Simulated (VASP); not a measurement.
# Hf (Im-3m) in VASP: further runs

The runs below take Hf through single point, with PBEsol, PBE, revPBE, r2SCAN.

All numbers are computed with VASP 6.6.1; they aren't measurements. Logs are shortened: lines on timing, memory, paths and dates and some standing lists are left out, and cuts for length are marked.

## 1. The cell of the first run

Symmetry: Im-3m, No. 229, cubic system. Conventional cell: a = 3.442 Å, b = 3.442 Å, c = 3.442 Å, α = 90.00°, β = 90.00°, γ = 90.00°. Hf (site symmetry m-3m) has 14 Hf at 2.98 to 3.44 Å within 3.9 Å.

## 2. Single point, PBEsol

Contents of INCAR:

```
SYSTEM = Hf
PREC = Accurate
ENCUT = 520
EDIFF = 1E-7
ISMEAR = -1
SIGMA = 0.05
LREAL = .FALSE.
LASPH = .TRUE.
NELM = 100
ALGO = Normal
ISIF = 2
LWAVE = .FALSE.
LCHARG = .FALSE.
GGA = PS
NBANDS = 11
```

Contents of KPOINTS:

```
Automatic mesh
0
G
  10 10 10
  0 0 0
```

Contents of POSCAR:

```
Hf
1.0
   -1.7207583999      1.7207583999      1.7207583999
    1.7207583999     -1.7207583999      1.7207583999
    1.7207583999      1.7207583999     -1.7207583999
Hf
1
Direct
    0.0000000000      0.0000000000      0.0000000000
```

Potentials or basis: VASP PAW PBE potentials, release 64 (Hf_pv).

Started as:

```bash
$ cat potpaw_PBE.64/Hf_pv/POTCAR > POTCAR
$ mpirun -np 1 vasp_std > vasp.out
```

OUTCAR:

```text
SYSTEM = Hf
   PREC = Accurate
   ENCUT = 520
   EDIFF = 1E-7
   ISMEAR = -1
   LREAL = .FALSE.
   LASPH = .TRUE.
   NELM = 100
   ISIF = 2
   GGA = PS

 ion  position               nearest neighbor table
   1  0.000  0.000  0.000-

  LATTYP: Found a body centered cubic cell.
 ALAT       =     3.4415167998

  Lattice vectors:

 A1 = (  -1.7207583999,   1.7207583999,   1.7207583999)
 A2 = (   1.7207583999,  -1.7207583999,   1.7207583999)
 A3 = (   1.7207583999,   1.7207583999,  -1.7207583999)

Analysis of symmetry for initial positions (statically):
=====================================================================
 Subroutine PRICEL returns:
 Original cell was already a primitive cell.

 Routine SETGRP: Setting up the symmetry group for a
 body centered cubic supercell.

 Subroutine GETGRP returns: Found 48 space group operations
[... 9 lines left out ...]

 Routine SETGRP: Setting up the symmetry group for a
 body centered cubic supercell.

 Subroutine GETGRP returns: Found 48 space group operations
[... 11 lines left out ...]
                                     Primitive cell

  volume of cell :      20.3807

  direct lattice vectors                    reciprocal lattice vectors
    -1.720758400  1.720758400  1.720758400     0.000000000  0.290569554  0.290569554
     1.720758400 -1.720758400  1.720758400     0.290569554  0.000000000  0.290569554
     1.720758400  1.720758400 -1.720758400     0.290569554  0.290569554  0.000000000

  length of vectors
     2.980440976  2.980440976  2.980440976     0.410927403  0.410927403  0.410927403

  position of ions in fractional coordinates (direct lattice)
     0.000000000  0.000000000  0.000000000

  ion indices of the primitive-cell ions
   primitive index   ion index
                 1           1

----------------------------------------------------------------------------------------

 KPOINTS: Automatic mesh

Automatic generation of k-mesh.
 Grid dimensions read from file:
 generate k-points for:   10   10   10

 Generating k-lattice:

  Cartesian coordinates                     Fractional coordinates (reciprocal lattice)
     0.000000000  0.029056955  0.029056955     0.100000000  0.000000000  0.000000000
     0.029056955  0.000000000  0.029056955     0.000000000  0.100000000  0.000000000
     0.029056955  0.029056955  0.000000000     0.000000000  0.000000000  0.100000000

  Length of vectors
     0.041092740  0.041092740  0.041092740
[... 51 lines left out ...]
   LASPH  =      T    aspherical Exc in radial PAW
   ENCUT  =  520.0 eV  38.22 Ry    6.18 a.u.   5.54  5.54  5.54*2*pi/ulx,y,z
   NELM   =    100;   NELMIN=  2; NELMDL= -5     # of ELM steps
   EDIFF  = 0.1E-06   stopping-criterion for ELM
   LREAL  =      F    real-space projection
   EDIFFG = 0.1E-05   stopping-criterion for IOM
   NSW    =      0    number of steps for IOM
   IBRION =     -1    ionic relax: 0-MD 1-quasi-New 2-CG
   NFREE  =      0    steps in history (QN), initial steepest desc. (CG)
   ISIF   =      2    stress and relaxation
   ISYM   =      2    0-nonsym 1-usesym 2-fastsym
   POTIM  = 0.5000    time-step for ionic-motion
   TEBEG  =    0.0;   TEEND  =   0.0 temperature during run
   PSTRESS=    0.0 pullay stress
   NELECT =      10.0000    total number of electrons
   NUPDOWN=      -1.0000    fix difference up-down
   EMIN   =  10.00;   EMAX   =-10.00  energy-range for DOS
   EFERMI =   0.00;   METHOD = LEGACY
   ISMEAR =    -1;   SIGMA  =   0.05  broadening in eV -4-tet -1-fermi 0-gaus
   EFERMI_NEDOS =   21; number of points for ismear=-14 and -15
   IALGO  =     38    algorithm
   IMIX   =      4    mixing-type and parameters
     AMIX     =   0.40;   BMIX     =  1.00
     AMIX_MAG =   1.60;   BMIX_MAG =  1.00
  volume/ion in A,a.u.               =      20.38       137.54
  Fermi-wavevector in a.u.,A,eV,Ry     =   1.291224  2.440060 22.684443  1.667260
  Thomas-Fermi vector in A             =   2.423007
   LORBIT       =      0    0 simple, 1 ext, 2 COOP (PROOUT), +10 PAW based schemes
   GGA     = PS    functional components
   LHFCALC =     F    Hartree Fock is set to
   AEXX    =    0.0000 exact exchange contribution
   IVDW    =     0    specifies the selected vdW correction
   LEPSILON=     F    determine dielectric tensor
   LRPA    =     F    only Hartree local field effects (RPA)
 non-spin polarized calculation
  energy-cutoff  :      520.00
  volume of cell :       20.38
 maximum number of plane-waves:       567
 NGX is ok and might be reduce to    24
   NGX = 11   NGY = 11   NGZ = 11

 number of electron      10.0000001 magnetization

 Free energy of the ion-electron system (eV)
  ---------------------------------------------------
  ext. energy  EPLUGINS =         0.00000000
  ---------------------------------------------------
  free energy    TOTEN  =       -10.32983125 eV

  energy without entropy =      -10.31629013  energy(sigma->0) =      -10.32306069

 E-fermi :   5.0935     XC(G=0): -11.8232

 val. band max:        5.0488928722   @ k =   0.3000   0.2000   0.1000
 cond. band min:       5.1098053295   @ k =   0.2000   0.2000   0.0000
 fundamental gap:      0.0609124573
 Fermi energy:         5.0935348384

 k-point     1 :       0.0000    0.0000    0.0000
  band No.  band energies     occupation
      1     -24.3553      2.00000
      2     -24.3553      2.00000
      3     -24.3553      2.00000
      4      -2.2797      2.00000
      5       6.6349      0.00000
      6       6.6349      0.00000
      7       6.6349      0.00000
      8       9.7082      0.00000
      9       9.7082      0.00000
     10      18.8310      0.00000
     11      18.8310      0.00000
[... 309 lines left out ...]
 k-point    24 :      -0.3000    0.3000    0.1000
  band No.  band energies     occupation
      1     -25.0949      2.00000
      2     -24.6316      2.00000
      3     -24.4449      2.00000
      4       0.8836      2.00000
      5       5.2354      0.11068
      6       5.3976      0.00456
      7       8.2436      0.00000
      8       9.9363      0.00000
      9      10.6814      0.00000
     10      18.0608      0.00000
     11      18.6721      0.00000

 [... further k-points ...]
[... 5 lines left out ...]
  --------------------------------------------------------------------------------------
  -------------------------------------------------------------------------------------
  Total        0.6072898      0.6072898      0.6072898     -0.0000000     -0.0000000     -0.0000000
  in kB       47.7404890     47.7404890     47.7404890     -0.0000000     -0.0000000     -0.0000000
  external PRESSURE =      47.7404890 kB  Pullay stress =       0.0000000 kB

 VOLUME and BASIS-vectors are now :
 -----------------------------------------------------------------------------
  energy-cutoff  :      520.00
  volume of cell :       20.38
      direct lattice vectors                 reciprocal lattice vectors
    -1.720758400  1.720758400  1.720758400     0.000000000  0.290569554  0.290569554
     1.720758400 -1.720758400  1.720758400     0.290569554  0.000000000  0.290569554
     1.720758400  1.720758400 -1.720758400     0.290569554  0.290569554  0.000000000

 POSITION                                       TOTAL-FORCE (eV/Angst)
 -----------------------------------------------------------------------------------
      0.00000      0.00000      0.00000         0.000000     -0.000000      0.000000
 -----------------------------------------------------------------------------------
    total drift:                               -0.000000      0.000000      0.000000

  FREE ENERGIE OF THE ION-ELECTRON SYSTEM (eV)
  ---------------------------------------------------
  free  energy   TOTEN  =       -10.3298312528 eV

  energy  without entropy=      -10.3162901308  energy(sigma->0) =      -10.32306069
```

stdout:

```text
POSCAR found type information on POSCAR Hf
 POSCAR found :  1 types and       1 ions
 scaLAPACK will be used
 -----------------------------------------------------------------------------
|                                                                             |
|                                                                             |
|     You enforced a specific xc type in the INCAR file but a different       |
|     I HOPE YOU KNOW WHAT YOU ARE DOING!                                     |
|                                                                             |
 -----------------------------------------------------------------------------

 LDA part: xc-table for (Slater+PW92), standard interpolation
 POSCAR, INCAR and KPOINTS ok, starting setup
 FFT: planning ... GRIDC
 FFT: planning ... GRID_SOFT
 FFT: planning ... GRID
 WAVECAR not read
 entering main loop
```

Run time: 10 s. Hardware: 1 thread of AMD EPYC 7R43 (Zen 3), shared host; peak memory 0.11 GiB.

Results:

* Free energy: -10.3298 eV
* Pressure: 4.8 GPa
* Band gap on the k mesh: zero (band 5 reaches 6.63 eV, above the bottom of band 6 at 4.22 eV)

Caveat: the PAW data sets were made with another functional, which shifts forces and pressure a little; spin-orbit coupling is left out, which moves the levels of the heavy elements.

(Part 1 of 2 ends here.)
